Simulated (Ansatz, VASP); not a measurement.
**Two plane-wave programs on Au**

The input INCAR:

```
PREC = Accurate ; ENCUT = 520
EDIFF = 1E-6 ; ISMEAR = 0
SIGMA = 0.15 ; LREAL = False
LASPH = True ; NELM = 100
ALGO = Normal ; ISIF = 2
LWAVE = False ; LCHARG = False
GGA = PS ; NBANDS = 12
```

Contents of KPOINTS:

```
regular mesh
0
Gamma
  20 20 20
```

File POSCAR:

```
Au
1.0
    0.0000000000      2.0455000000      2.1068650000
    2.0455000000      0.0000000000      2.1068650000
    2.0455000000      2.0455000000      0.0000000000
Au
1
Direct
    0.0000000000      0.0000000000      0.0000000000
```

Input for Ansatz:

```yaml
crystal:
  lattice:
    - [0.0, 2.0455, 2.106865]
    - [2.0455, 0.0, 2.106865]
    - [2.0455, 2.0455, 0.0]
  atoms:
    - { symbol: Au, position: [0.0, 0.0, 0.0] }
basis:
  ecutwfc: 420
kpoints:
  mp_grid: { grid: [20, 20, 20] }
hamiltonian:
  xc: pbesol
scf:
  occupations: { method: gaussian, width: 0.15 }
output:
  forces: true
  stress: true
  eigenvalues: true
```

Change from the starting cell: strain +0.000 along x and y, +0.030 along z, atoms carried along.

Alike in both runs: task single point; functional PBEsol; k mesh 20 × 20 × 20; occupations gaussian, width 0.15 eV; no spin polarisation.

|  | VASP | Ansatz |
| --- | --- | --- |
| version | VASP 6.6.1 | Ansatz 0.2.0 |
| potentials or method | VASP PAW PBE potentials, release 64 (Au), cutoff 520 eV | scalar-relativistic, plane waves, PAW |
| valence electrons in the cell | 11 | 19 |

|  | VASP | Ansatz | Ansatz less VASP |
| --- | --- | --- | --- |
| gap on the k mesh at the Fermi level (eV) | none | none | - |
| pressure (GPa) | -5.8 | -5.5 | +0.25 |
| traceless stress, the component that is largest in VASP (GPa) | -0.58 | -0.57 | +0.006 |

VASP's potentials were made for PBE, not for PBEsol. A gap of «none» marks a metal or a gap that the smearing closes. VASP's potentials hold 11 valence electrons a cell and Ansatz's 19, so a difference there can come from the potentials and not from the codes.

Neither program's run includes spin-orbit coupling.
